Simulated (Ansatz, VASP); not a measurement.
## Ga in VASP and in Ansatz

```
Ga
1.0
     2.23505   -3.79866    0.00000
     2.23505    3.79866    0.00000
     0.00000    0.00000    4.93875
Ga
4
Direct
  0.15592 0.84408 0.08325
  0.65592 0.34408 0.41675
  0.84408 0.15592 0.91675
  0.34408 0.65592 0.58325
```

Change from the starting cell: engineering shear strain xz +0.0000, normal strain along z +0.1000.

Alike in both runs: task single point; functional PBEsol; k mesh 10 × 10 × 10; occupations gaussian, width 0.15 eV; no spin polarisation.

|  | VASP | Ansatz |
| --- | --- | --- |
| version | VASP 6.6.1 | Ansatz 0.2.0 |
| potentials or method | VASP PAW PBE potentials, release 64 (Ga_d), cutoff 520 eV | scalar-relativistic, plane waves, PAW |
| valence electrons in the cell | 52 | 52 |

VASP gave:

* gap on the k mesh at the Fermi level (eV): none
* pressure (GPa): -3.9
* traceless stress, the component that is largest in VASP (GPa): 2.79
* rms of the force components (eV/Å): 0.123

Task: Which values does Ansatz return?

Result: gap on the k mesh at the Fermi level (eV): none; pressure (GPa): -4.0; traceless stress, the component that is largest in VASP (GPa): 2.81; rms of the force components (eV/Å): 0.125.

VASP's potentials were made for PBE, not for PBEsol. Atom by atom the forces differ by 0.002 eV/Å (rms over components). A gap of «none» marks a metal or a gap that the smearing closes. The functional is the same, so the differences come from potentials, cutoffs and numerics.
